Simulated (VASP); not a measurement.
# SnTe: single point with PBE+D3(BJ)

The system is SnTe.

```
CELL_PARAMETERS angstrom
2.23009 1.28754 3.64411
-2.23009 1.28754 3.64411
0.00000 -2.57508 3.64411
ATOMIC_POSITIONS crystal
Sn 0.01021 0.01021 0.01021
Te 0.51079 0.51079 0.51079
```

* Program: VASP 6.6.1
* Task: single point
* Functional: PBE
* Dispersion: D3(BJ)
* Potentials or basis: VASP PAW PBE potentials, release 64 (Sn_d, Te)
* Cutoff: 520 eV
* k mesh: 12 × 12 × 12
* Occupations: gaussian, width 0.02 eV
* Spin: no spin polarisation

The pressure is -0.1 GPa, the band gap on the k mesh is 0.08 eV and the dispersion energy per atom is -0.399 eV.

Levels at points of the mesh, in eV from the valence-band top:
| k point | band 8 | band 9 | band 10 | band 11 | band 12 | band 13 |
| --- | --- | --- | --- | --- | --- | --- |
| (0.00, 0.00, 0.00) | -2.16 | -2.15 | -2.15 | 3.33 | 3.33 | 3.33 |
| (0.50, 0.00, 0.00) | -1.82 | -1.82 | 0.00 | 0.08 | 0.35 | 0.36 |
| (0.50, 0.50, 0.00) | -5.57 | -3.75 | -3.74 | 2.17 | 4.89 | 4.90 |
| (0.50, 0.50, 0.50) | -1.81 | -1.81 | 0.00 | 0.09 | 0.36 | 0.36 |

It took 2.1 min on 1 thread of Intel(R) Xeon(R) Platinum 8488C (Sapphire Rapids), with other jobs on the host, peak memory 0.36 GiB.

Caveat: semilocal functionals underestimate gaps, and a narrow one can read as zero; spin-orbit coupling is left out, which moves the levels of the heavy elements. A k mesh can miss the band edges.
